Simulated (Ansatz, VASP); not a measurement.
# One calculation of Ge, two programs

INCAR

```
SYSTEM = Ge
PREC = Accurate
ENCUT = 520
EDIFF = 1E-8
ISMEAR = -1
SIGMA = 0.05
LREAL = .FALSE.
LASPH = .TRUE.
NELM = 60
ALGO = Normal
ISIF = 2
LWAVE = .FALSE.
LCHARG = .FALSE.
GGA = PS
LEFG = .TRUE.
NBANDS = 36
```

Contents of KPOINTS:

```
Automatic mesh
0
G
  11 11 6
  0 0 0
```

File POSCAR:

```
Ge
1.0
    3.9975858431      0.0000000000      0.0000000000
   -1.9987929216      3.4620108940      0.0000000000
    0.0000000000      0.0000000000      6.7973592885
Ge
4
Direct
    0.6666666667      0.3333333333      0.0629012500
    0.3333333333      0.6666666667      0.5629012500
    0.6666666667      0.3333333333      0.4370987500
    0.3333333333      0.6666666667      0.9370987500
```

Input for Ansatz:

```yaml
crystal:
  lattice:
    - [3.9975858431, 0.0, 0.0]
    - [-1.9987929216, 3.462010894, 0.0]
    - [0.0, 0.0, 6.7973592885]
  atoms:
    - { symbol: Ge, position: [0.6666666667, 0.3333333333, 0.06290125] }
    - { symbol: Ge, position: [0.3333333333, 0.6666666667, 0.56290125] }
    - { symbol: Ge, position: [0.6666666667, 0.3333333333, 0.43709875] }
    - { symbol: Ge, position: [0.3333333333, 0.6666666667, 0.93709875] }
kpoints:
  mp_grid: { grid: [11, 11, 6] }
scf:
  occupations: { method: fermi_dirac, width: 0.05 }
hamiltonian:
  xc: pbesol
  pseudopotentials: { kind: all_electron, datasets: crystal }
output:
  forces: true
  stress: true
  eigenvalues: true
  efg: { contact_densities: true }
```

Change from the starting cell: zz strain of +3 %, crystal datasets.

Alike in both runs: task electric field gradients; functional PBEsol; k mesh 11 × 11 × 6; occupations fermi-dirac, width 0.05 eV; no spin polarisation.

|  | VASP | Ansatz |
| --- | --- | --- |
| version | VASP 6.6.1 | Ansatz 0.2.0 |
| potentials or method | VASP PAW PBE potentials, release 64 (Ge_d), cutoff 520 eV | all-electron PAW with datasets made for the crystal, scalar-relativistic |

Ansatz gave:

- pressure (GPa): -1.8
- traceless stress, the component that is largest in VASP (GPa): -3.02
- rms of the force components (eV/Å): 0.120
- size of Vzz on the site where it differs most (V/Å²): 25.8

Problem. What did VASP give for the same quantities?

Solution. Pressure (GPa): -1.9; traceless stress, the component that is largest in VASP (GPa): -3.02; rms of the force components (eV/Å): 0.119; size of Vzz on the site where it differs most (V/Å²): 25.8.

VASP's potentials were made for PBE, not for PBEsol. Atom by atom the forces differ by 0.001 eV/Å (rms over components). Ansatz ran all-electron here, and VASP with PAW potentials.
